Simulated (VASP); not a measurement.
# Mg5O in VASP: further runs

The runs below take Mg5O through single point, relaxation of cell and atoms, with PBE.

Program: VASP 6.6.1. These are calculated values, not measurements. Logs are shortened: lines on timing, memory, paths and dates and some standing lists are left out, and cuts for length are marked.

### Step 1. The cell of the first run

The typed cell holds 6 atoms: a = 5.900 Å, b = 5.900 Å, c = 6.662 Å, α = 90.00°, β = 90.00°, γ = 120.00°.

The cell was built from a structure type or drawn by symmetry, and may not be a known phase.

### Step 2. Single point, PBE

Input file INCAR:

```
ALGO = Normal
EDIFF = 1E-7
ENCUT = 520
GGA = PE
ISIF = 2
ISMEAR = 0
LASPH = True
LCHARG = False
LREAL = False
LWAVE = False
NBANDS = 17
NELM = 100
PREC = Accurate
SIGMA = 0.1
```

Input file KPOINTS:

```
k-points
0
Gamma
  6 6 4
```

Input file POSCAR:

```
Mg5O
1.0
    5.9004836673      0.0000000000      0.0000000000
   -2.9502418336      5.1099687505      0.0000000000
    0.0000000000      0.0000000000      6.6621354412
Mg O
5 1
Direct
    0.4998749511      0.0000000000      0.5000000000
    0.0000000000      0.4998749511      0.5000000000
    0.5001250489      0.5001250489      0.5000000000
    0.0000000000      0.0000000000      0.7279835387
    0.0000000000      0.0000000000      0.2720164613
    0.0000000000      0.0000000000      0.0000000000
```

Potentials or basis: VASP PAW PBE potentials, release 64 (Mg, O).

The run is started by

```console
$ cat potpaw_PBE.64/Mg/POTCAR potpaw_PBE.64/O/POTCAR > POTCAR
$ mpirun -np 1 vasp_std > vasp.out
```

OUTCAR:

```text
EDIFF = 1E-7
   ENCUT = 520
   GGA = PE
   ISIF = 2
   ISMEAR = 0
   LASPH = True
   LREAL = False
   NELM = 100
   PREC = Accurate

 ion  position               nearest neighbor table
   1  0.500  0.000  0.500-   3 2.95   3 2.95   2 2.95   2 2.95   5 3.32   4 3.32   5 3.32   4 3.32

   2  0.000  0.500  0.500-   3 2.95   3 2.95   1 2.95   1 2.95   5 3.32   4 3.32   4 3.32   5 3.32

   3  0.500  0.500  0.500-   1 2.95   1 2.95   2 2.95   2 2.95   4 3.32   5 3.32   4 3.32   5 3.32

   4  0.000  0.000  0.728-   6 1.81   5 3.04   2 3.32   1 3.32   3 3.32   2 3.32   1 3.32   3 3.32
                             5 3.62
   5  0.000  0.000  0.272-   6 1.81   4 3.04   2 3.32   1 3.32   3 3.32   2 3.32   1 3.32   3 3.32
                             4 3.62
   6  0.000  0.000  0.000-   4 1.81   5 1.81

  LATTYP: Found a hexagonal cell.
 ALAT       =     5.9004836673
 C/A-ratio  =     1.1290829391

  Lattice vectors:

 A1 = (   5.9004836673,   0.0000000000,   0.0000000000)
 A2 = (  -2.9502418336,   5.1099687505,   0.0000000000)
 A3 = (   0.0000000000,   0.0000000000,   6.6621354412)

Analysis of symmetry for initial positions (statically):
=====================================================================
 Subroutine PRICEL returns:
 Original cell was already a primitive cell.

 Routine SETGRP: Setting up the symmetry group for a
 hexagonal supercell.

 Subroutine GETGRP returns: Found 12 space group operations
 (whereof 12 operations were pure point group operations)
 out of a pool of 24 trial point group operations.

The static configuration has the point symmetry D_3h.

Analysis of symmetry for dynamics (positions and initial velocities):
=====================================================================
 Subroutine PRICEL returns:
 Original cell was already a primitive cell.

 Routine SETGRP: Setting up the symmetry group for a
 hexagonal supercell.

 Subroutine GETGRP returns: Found 12 space group operations
 (whereof 12 operations were pure point group operations)
 out of a pool of 24 trial point group operations.

The dynamic configuration has the point symmetry D_3h.

 Subroutine INISYM returns: Found 12 space group operations
 (whereof 12 operations are pure point group operations),
 and found     1 'primitive' translations

----------------------------------------------------------------------------------------

                                     Primitive cell

  volume of cell :     200.8720

  direct lattice vectors                    reciprocal lattice vectors
     5.900483667  0.000000000  0.000000000     0.169477632  0.097847956  0.000000000
    -2.950241834  5.109968751  0.000000000     0.000000000  0.195695913  0.000000000
     0.000000000  0.000000000  6.662135441     0.000000000  0.000000000  0.150102022

  length of vectors
     5.900483667  5.900483667  6.662135441     0.195695913  0.195695913  0.150102022

  position of ions in fractional coordinates (direct lattice)
     0.499874951  0.000000000  0.500000000
     0.000000000  0.499874951  0.500000000
     0.500125049  0.500125049  0.500000000
     0.000000000  0.000000000  0.727983539
     0.000000000  0.000000000  0.272016461
     0.000000000  0.000000000  0.000000000

  ion indices of the primitive-cell ions
   primitive index   ion index
                 1           1
                 2           2
                 3           3
                 4           4
                 5           5
                 6           6

----------------------------------------------------------------------------------------

 KPOINTS: k-points

Automatic generation of k-mesh.
 Grid dimensions read from file:
 generate k-points for:    6    6    4

 Generating k-lattice:

  Cartesian coordinates                     Fractional coordinates (reciprocal lattice)
     0.028246272  0.016307993  0.000000000     0.166666667  0.000000000  0.000000000
     0.000000000  0.032615985  0.000000000     0.000000000  0.166666667  0.000000000
     0.000000000  0.000000000  0.037525505     0.000000000  0.000000000  0.250000000

  Length of vectors
     0.032615985  0.032615985  0.037525505

  Shift w.r.t. Gamma in fractional coordinates (k-lattice)
     0.000000000  0.000000000  0.000000000

 Subroutine IBZKPT returns following result:
 ===========================================

 Found     21 irreducible k-points:

 Following reciprocal coordinates:
            Coordinates               Weight
  0.000000  0.000000  0.000000      1.000000
  0.166667  0.000000  0.000000      6.000000
  0.333333  0.000000  0.000000      6.000000
  0.500000  0.000000  0.000000      3.000000
  0.166667  0.166667  0.000000      6.000000
  0.333333  0.166667  0.000000     12.000000
[... 13 lines left out ...]
  0.333333  0.166667  0.500000     12.000000
  0.333333  0.333333  0.500000      2.000000
   k-points           NKPTS =     21   k-points in BZ     NKDIM =     21   number of bands    NBANDS=     17
[... 31 lines left out ...]
   EFERMI =   0.00;   METHOD = LEGACY
   ISMEAR =     0;   SIGMA  =   0.10  broadening in eV -4-tet -1-fermi 0-gaus
   EFERMI_NEDOS =   21; number of points for ismear=-14 and -15
   IALGO  =     38    algorithm
   IMIX   =      4    mixing-type and parameters
     AMIX     =   0.40;   BMIX     =  1.00
     AMIX_MAG =   1.60;   BMIX_MAG =  1.00
  volume/ion in A,a.u.               =      33.48       225.93
  Fermi-wavevector in a.u.,A,eV,Ry     =   0.704382  1.331089  6.750589  0.496154
  Thomas-Fermi vector in A             =   1.789609
   LORBIT       =      0    0 simple, 1 ext, 2 COOP (PROOUT), +10 PAW based schemes
   GGA     = PE    functional components
   LHFCALC =     F    Hartree Fock is set to
   AEXX    =    0.0000 exact exchange contribution
   IVDW    =     0    specifies the selected vdW correction
   LEPSILON=     F    determine dielectric tensor
   LRPA    =     F    only Hartree local field effects (RPA)
 non-spin polarized calculation
 Gauss-broadening in eV      SIGMA  =   0.10
  energy-cutoff  :      520.00
  volume of cell :      200.87
 maximum number of plane-waves:      5454
 NGX is ok and might be reduce to    48
   NGX = 21   NGY = 21   NGZ = 25

 number of electron      15.9999997 magnetization

 Free energy of the ion-electron system (eV)
  ---------------------------------------------------
  ext. energy  EPLUGINS =         0.00000000
  ---------------------------------------------------
  free energy    TOTEN  =       -13.45391573 eV

  energy without entropy =      -13.43835620  energy(sigma->0) =      -13.44613596

 E-fermi :  -0.0505     XC(G=0):  -6.4805

 val. band max:       -0.0583539482   @ k =   0.3333   0.1667   0.5000
 cond. band min:       0.0069877194   @ k =   0.1667   0.1667   0.5000
 fundamental gap:      0.0653416676
 Fermi energy:        -0.0504614572

 k-point     1 :       0.0000    0.0000    0.0000
  band No.  band energies     occupation
      1     -16.3568      2.00000
      2      -5.5778      2.00000
      3      -3.4300      2.00000
      4      -1.7893      2.00000
      5      -1.7893      2.00000
      6      -0.4595      2.00000
[... 9 lines left out ...]
     16       4.5174      0.00000
     17       4.5174      0.00000

 k-point     2 :       0.1667    0.0000    0.0000
  band No.  band energies     occupation
      1     -16.3566      2.00000
      2      -5.4213      2.00000
      3      -3.4100      2.00000
      4      -2.0504      2.00000
      5      -1.8343      2.00000
      6      -1.3365      2.00000
[... 9 lines left out ...]
     16       4.0522      0.00000
     17       5.2391      0.00000

 k-point     3 :       0.3333    0.0000    0.0000
  band No.  band energies     occupation
      1     -16.3562      2.00000
      2      -4.9546      2.00000
      3      -3.3697      2.00000
      4      -3.1400      2.00000
      5      -1.9321      2.00000
      6      -1.6084      2.00000
[... 332 lines left out ...]
 k-point    20 :       0.3333    0.1667    0.5000
  band No.  band energies     occupation
      1     -16.3548      2.00000
      2      -4.6732      2.00000
      3      -3.7019      2.00000
      4      -2.8899      2.00000
      5      -2.2897      2.00000
      6      -1.8950      2.00000
[... 9 lines left out ...]
     16       5.4392      0.00000
     17       5.6675      0.00000

 k-point    21 :       0.3333    0.3333    0.5000
  band No.  band energies     occupation
      1     -16.3548      2.00000
      2      -4.3202      2.00000
      3      -3.5783      2.00000
      4      -3.5783      2.00000
      5      -2.5178      2.00000
      6      -1.8399      2.00000
[... 9 lines left out ...]
     16       5.8849      0.00000
     17       5.8849      0.00000

------------------------ aborting loop because EDIFF is reached ----------------------------------------

  FORCE on cell =-STRESS in cart. coord.  units (eV):
  Direction    XX          YY          ZZ          XY          YZ          ZX
  --------------------------------------------------------------------------------------
  -------------------------------------------------------------------------------------
  Total        0.3627208      0.3627208      0.2701167      0.0000000      0.0000000     -0.0000000
  in kB        2.8931021      2.8931021      2.1544811      0.0000000      0.0000000     -0.0000000
  external PRESSURE =       2.6468951 kB  Pullay stress =       0.0000000 kB

 VOLUME and BASIS-vectors are now :
 -----------------------------------------------------------------------------
  energy-cutoff  :      520.00
  volume of cell :      200.87
      direct lattice vectors                 reciprocal lattice vectors
     5.900483667  0.000000000  0.000000000     0.169477632  0.097847956  0.000000000
    -2.950241834  5.109968751  0.000000000     0.000000000  0.195695913  0.000000000
     0.000000000  0.000000000  6.662135441     0.000000000  0.000000000  0.150102022

 POSITION                                       TOTAL-FORCE (eV/Angst)
 -----------------------------------------------------------------------------------
      2.94950      0.00000      3.33107         0.001076     -0.000000      0.000000
     -1.47475      2.55435      3.33107        -0.000538      0.000932     -0.000000
      1.47549      2.55562      3.33107        -0.000538     -0.000932      0.000000
      0.00000      0.00000      4.84992         0.000000      0.000000      0.001281
      0.00000      0.00000      1.81221         0.000000     -0.000000     -0.001281
      0.00000      0.00000      0.00000         0.000000     -0.000000      0.000000
 -----------------------------------------------------------------------------------
    total drift:                                0.000000      0.000000     -0.000000

  FREE ENERGIE OF THE ION-ELECTRON SYSTEM (eV)
  ---------------------------------------------------
  free  energy   TOTEN  =       -13.4539157291 eV

  energy  without entropy=      -13.4383561982  energy(sigma->0) =      -13.44613596
```

It took 49 s on 1 thread of Intel Xeon 6975P-C (Granite Rapids), shared host; peak memory 0.34 GiB.

What came out:

* Free energy: -13.4539 eV
* Pressure: 0.3 GPa
* Band gap on the k mesh: zero (bands 8 and 9 overlap by 1.66 eV)

Levels at points of the mesh, in eV from the Fermi level:
| k point | band 5 | band 6 | band 7 | band 8 | band 9 | band 10 | band 11 | band 12 |
| --- | --- | --- | --- | --- | --- | --- | --- | --- |
| (0.00, 0.00, 0.00) | -1.74 | -0.41 | -0.37 | -0.14 | -0.14 | 0.14 | 0.74 | 0.74 |
| (0.50, 0.00, 0.00) | -1.93 | -1.58 | -1.42 | -0.87 | 0.49 | 0.93 | 2.79 | 3.47 |
| (0.00, 0.00, 0.50) | -1.64 | -1.26 | -0.39 | -0.37 | -0.37 | 0.32 | 0.81 | 0.81 |
| (0.50, 0.00, 0.50) | -1.87 | -1.68 | -1.26 | -1.26 | 0.10 | 0.61 | 2.94 | 3.11 |

### Step 3. Single point, PBE

This run uses another cell than the first one, of 33.98 Å³/atom.

Input file INCAR:

```
SYSTEM = Mg5O
PREC = Accurate ; ENCUT = 520
EDIFF = 1E-6 ; ISMEAR = 0
SIGMA = 0.1 ; LREAL = .FALSE.
LASPH = .TRUE. ; NELM = 80
ALGO = Normal ; ISIF = 2
LWAVE = .FALSE. ; LCHARG = .TRUE.
GGA = PE ; LELF = .TRUE.
LVHAR = .TRUE. ; NBANDS = 17
```

Input file KPOINTS:

```
regular mesh
0
G
  6 6 6
  0 0 0
```

Input file POSCAR:

```
Mg5O
1.0
    5.9329973047      0.0000000000      0.0000000000
   -2.9664986523      5.1381263865      0.0000000000
    0.0000000000      0.0000000000      6.6889548145
Mg O
5 1
Direct
    0.5000000000      0.0000000000      0.5000000000
    0.0000000000      0.5000000000      0.5000000000
    0.5000000000      0.5000000000      0.5000000000
    0.0000000000      0.0000000000      0.7289926644
    0.0000000000      0.0000000000      0.2710073356
    0.0000000000      0.0000000000      0.0000000000
```

Potentials or basis: VASP PAW PBE potentials, release 64 (Mg, O).

The run is started by

```console
$ cat potpaw_PBE.64/Mg/POTCAR potpaw_PBE.64/O/POTCAR > POTCAR
$ mpirun -np 1 vasp_std > vasp.out
```

Wall time 57 s (1 thread of Intel Xeon 6975P-C (Granite Rapids), shared host); peak memory 0.37 GiB.

It converged, with:

- Free energy: -13.4534 eV
- Pressure: 0.0 GPa
- Largest force: 0.044 eV/Å
- Band gap on the k mesh: zero (bands 8 and 9 overlap by 1.65 eV)

Forces in eV/Å, atoms in the order of the input:
```
Mg   0.000  0.000  0.000
Mg   0.000  0.000  0.000
Mg   0.000  0.000  0.000
Mg   0.000  0.000 -0.044
Mg   0.000  0.000  0.044
O    0.000  0.000  0.000
```

Stress tensor (GPa, compression positive):
```
-0.05  0.00  0.00
 0.00 -0.05  0.00
 0.00  0.00  0.03
```

Levels at points of the mesh, in eV from the Fermi level:
| k point | band 4 | band 5 | band 6 | band 7 | band 8 | band 9 | band 10 | band 11 | band 12 | band 13 |
| --- | --- | --- | --- | --- | --- | --- | --- | --- | --- | --- |
| (0.00, 0.00, 0.00) | -1.75 | -1.75 | -0.41 | -0.37 | -0.14 | -0.14 | 0.13 | 0.70 | 0.70 | 2.47 |
| (0.50, 0.00, 0.00) | -3.31 | -1.94 | -1.59 | -1.42 | -0.88 | 0.49 | 0.91 | 2.77 | 3.44 | 3.57 |
| (0.00, 0.00, 0.50) | -1.65 | -1.65 | -1.25 | -0.39 | -0.36 | -0.36 | 0.31 | 0.77 | 0.77 | 4.04 |
| (0.50, 0.00, 0.50) | -2.75 | -1.88 | -1.69 | -1.26 | -1.25 | 0.09 | 0.60 | 2.91 | 3.08 | 3.37 |

### Step 4. Single point, PBE, collinear spin, ferromagnetic start

Input file INCAR:

```
PREC = Accurate ; ENCUT = 520
EDIFF = 1E-6 ; ISMEAR = 0
SIGMA = 0.1 ; LREAL = False
LASPH = True ; NELM = 150
ALGO = Normal ; ISIF = 2
LWAVE = False ; LCHARG = False
ISPIN = 2 ; MAGMOM = 0 0 0 0 0 1
LORBIT = 11 ; GGA = PE
NBANDS = 21
```

Input file KPOINTS:

```
Automatic mesh
0
Gamma
  3 3 4
```

Input file POSCAR:

```
Mg5O
1.0
    5.9004836673      0.0000000000      0.0000000000
   -2.9502418336      5.1099687505      0.0000000000
    0.0000000000      0.0000000000      6.6621354412
Mg O
5 1
Direct
    0.5000000000      0.0000000000      0.5000000000
    0.0000000000      0.5000000000      0.5000000000
    0.5000000000      0.5000000000      0.5000000000
    0.0000000000      0.0000000000      0.7279835387
    0.0000000000      0.0000000000      0.2720164613
    0.0000000000      0.0000000000      0.0000000000
```

The run is started by

```console
$ cat potpaw_PBE.64/Mg/POTCAR potpaw_PBE.64/O/POTCAR > POTCAR
$ mpirun -np 1 vasp_std > vasp.out
```

Run time: 54 s. Hardware: 1 thread of Intel Xeon 6975P-C (Granite Rapids), shared host; peak memory 0.42 GiB.

The run converged. Its results:

```
Free energy                                           : -13.4900 eV
Pressure                                              : 0.5 GPa
Largest force                                         : 0.287 eV/Å
Band gap on the k mesh                                : zero (filled and empty bands overlap)
Net moment                                            : 0.03 μB per cell
Valence electrons inside the program's atomic spheres : Mg 0.36, 0.38 (each value once); O 5.00
```

Forces on the atoms (eV/Å):
```
Mg   0.000  0.000  0.000
Mg   0.000  0.000  0.000
Mg   0.000  0.000  0.000
Mg   0.000  0.000 -0.287
Mg   0.000  0.000  0.287
O    0.000  0.000  0.000
```

Stress tensor (GPa, compression positive):
```
 0.96  0.00  0.00
 0.00  0.96  0.00
 0.00  0.00 -0.50
```

Levels at points of the mesh, in eV from the Fermi level:
Spin up:
| k point | band 4 | band 5 | band 6 | band 7 | band 8 | band 9 | band 10 | band 11 |
| --- | --- | --- | --- | --- | --- | --- | --- | --- |
| (0.00, 0.00, 0.00) | -1.66 | -1.66 | -0.16 | -0.07 | 0.13 | 0.13 | 0.45 | 1.04 |
| (0.00, 0.00, 0.50) | -1.58 | -1.58 | -1.05 | -0.07 | -0.07 | -0.04 | 0.62 | 1.11 |
Spin down:
```tsv
k point	band 4	band 5	band 6	band 7	band 8	band 9	band 10	band 11
(0.00, 0.00, 0.00)	-1.65	-1.65	-0.15	-0.06	0.14	0.14	0.46	1.05
(0.00, 0.00, 0.50)	-1.57	-1.57	-1.03	-0.07	-0.07	-0.04	0.63	1.12
```

Caveat: the k points lie up to 0.41 Å⁻¹ apart, too coarse for converged energies and pressures of a metal.

### Step 5. Relaxation of cell and atoms, PBE

Input file INCAR:

```
PREC = Accurate
ENCUT = 600
EDIFF = 1E-6
ISMEAR = 0
SIGMA = 0.1
LREAL = False
LASPH = True
NELM = 60
ALGO = Normal
ISIF = 3
LWAVE = False
LCHARG = False
GGA = PE
IBRION = 2
NSW = 100
EDIFFG = -0.01
```

Input file KPOINTS:

```
Automatic mesh
0
Gamma
  6 6 6
```

POSCAR is that of step 4.

The run is started by

```console
$ cat potpaw_PBE.64/Mg/POTCAR potpaw_PBE.64/O/POTCAR > POTCAR
$ mpirun -np 1 vasp_std > vasp.out
```

Run time: 2.9 min. Hardware: 1 thread of Intel Xeon 6975P-C (Granite Rapids), shared host; peak memory 0.42 GiB.

The run converged. Its results:

| Item | Value |
| --- | --- |
| Free energy | -13.4553 eV |
| Relaxed volume | 33.88 Å³/atom |
| Relaxed cell | a = 5.929 Å, b = 5.929 Å, c = 6.676 Å, α = 90.00°, β = 90.00°, γ = 120.00° |
| Space group after relaxing (to 0.1 Å) | P6/mmm (No. 191) |
| Energy gained by relaxing | 0.3 meV/atom |
| Ionic steps | 7 |
| Pressure after relaxing | 0.0 GPa |
| Band gap on the k mesh | zero (bands 8 and 9 overlap by 1.67 eV) |

The path:
| step | energy change (eV) | largest force (eV/Å) | pressure (GPa) | volume (Å³) |
| --- | --- | --- | --- | --- |
| 1 | 0.0000 | 0.0059 | 0.24 | 200.87 |
| 2 | -0.0014 | 0.0465 | 0.05 | 202.35 |
| 3 | -0.0015 | 0.0609 | 0.01 | 202.72 |
| 4 | -0.0014 | 0.0865 | -0.09 | 203.47 |
| 5 | -0.0015 | 0.0678 | -0.01 | 202.90 |
| 6 | -0.0018 | 0.0390 | 0.00 | 203.47 |
| 7 | -0.0019 | 0.0008 | 0.00 | 203.27 |

Final structure:
```cif
data_structure
_symmetry_space_group_name_H-M 'P 1'
_symmetry_Int_Tables_number 1
_cell_length_a 5.9295
_cell_length_b 5.9295
_cell_length_c 6.6759
_cell_angle_alpha 90.000
_cell_angle_beta 90.000
_cell_angle_gamma 120.000
_cell_volume 203.27
loop_
_atom_site_label
_atom_site_type_symbol
_atom_site_fract_x
_atom_site_fract_y
_atom_site_fract_z
_atom_site_occupancy
Mg1 Mg 0.50000 0.00000 0.50000 1
Mg2 Mg 0.00000 0.50000 0.50000 1
Mg3 Mg 0.50000 0.50000 0.50000 1
Mg4 Mg 0.00000 0.00000 0.72825 1
Mg5 Mg 0.00000 0.00000 0.27175 1
O1 O 0.00000 0.00000 0.00000 1
```

Levels at points of the mesh, in eV from the Fermi level:
```
           k point  band 6  band 7  band 8  band 9  band 10  band 11
(0.00, 0.00, 0.00)   -0.41   -0.37   -0.15   -0.15     0.12     0.70
(0.50, 0.00, 0.00)   -1.59   -1.42   -0.89    0.49     0.92     2.77
(0.00, 0.00, 0.50)   -1.25   -0.39   -0.37   -0.37     0.30     0.77
(0.50, 0.00, 0.50)   -1.69   -1.27   -1.26    0.09     0.60     2.91
```

### Step 6. Summary

```csv
task,spin,cell,k mesh,cutoff (eV),gap on the mesh (eV),pressure (GPa),largest force (eV/Å)
single point,off,"a = 5.900, b = 5.900, c = 6.662 Å, angles 90.0, 90.0, 120.0°, 6 atoms",6 × 6 × 4,520,none,0.3,-
single point,off,"a = 5.933, b = 5.933, c = 6.689 Å, angles 90.0, 90.0, 120.0°, 6 atoms",6 × 6 × 6,520,none,0.0,0.04
single point,"collinear, ferromagnetic start","a = 5.900, b = 5.900, c = 6.662 Å, angles 90.0, 90.0, 120.0°, 6 atoms",3 × 3 × 4,520,none,0.5,0.29
relaxation of cell and atoms,off,"relaxed from a = 5.900, b = 5.900, c = 6.662 Å, angles 90.0, 90.0, 120.0°, 6 atoms",6 × 6 × 6,600,none,0.0,-
```

Alike in all rows: level PBE; potentials or basis VASP PAW PBE potentials, release 64 (Mg, O); smearing gaussian 0.1 eV.

Caveats: some runs use coarse meshes.

Total energies depend on the potentials used, so only differences within one code and one set of settings carry meaning.
